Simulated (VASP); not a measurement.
Bi: single point with revPBE+D3(BJ)

Bi:

```
Bi
1.0
     0.00000    2.45973    2.45973
     2.45973    0.00000    2.45973
     2.45973    2.45973    0.00000
Bi
1
Direct
  0.00000 0.00000 0.00000
```

This isn't the form of Bi at room conditions, which is rhombohedral.

```yaml
Program: VASP 6.6.1
Task: single point
Functional: revPBE
Dispersion: D3(BJ)
Potentials_or_basis: VASP PAW PBE potentials, release 64 (Bi_d)
Cutoff: 500 eV
k_mesh: 6 × 6 × 6
Occupations: fermi-dirac, width 0.05 eV
Spin: no spin polarisation
Dipole_correction: no
Further_INCAR_settings: ALGO = Normal; EDIFF = 1e-06; NBANDS = 14
```

The pressure is -0.4 GPa, the band gap on the k mesh is zero (an odd number of electrons rules out a gap without spin polarisation) and the dispersion energy per atom is -0.965 eV.

Levels at points of the mesh, in eV from the Fermi level:
```csv
k point,band 4,band 5,band 6,band 7,band 8,band 9,band 10,band 11
"(0.00, 0.00, 0.00)",-23.37,-23.37,-14.19,5.00,5.00,5.00,8.73,9.09
"(0.50, 0.00, 0.00)",-23.29,-23.29,-11.08,-5.84,3.30,3.30,7.36,8.28
"(0.50, 0.50, 0.00)",-23.26,-23.26,-9.87,-4.99,0.10,0.10,3.80,4.99
```

Wall time 5.5 s on 1 thread of AMD EPYC 7R13 Processor (Zen 3) (shared host), peak memory 0.13 GiB.

Caveat: the k points lie up to 0.37 Å⁻¹ apart, too coarse for converged energies and pressures of a metal; three body term missing; the PAW data sets were made with another functional, which shifts forces and pressure a little; spin-orbit coupling is left out, which moves the levels of the heavy elements.
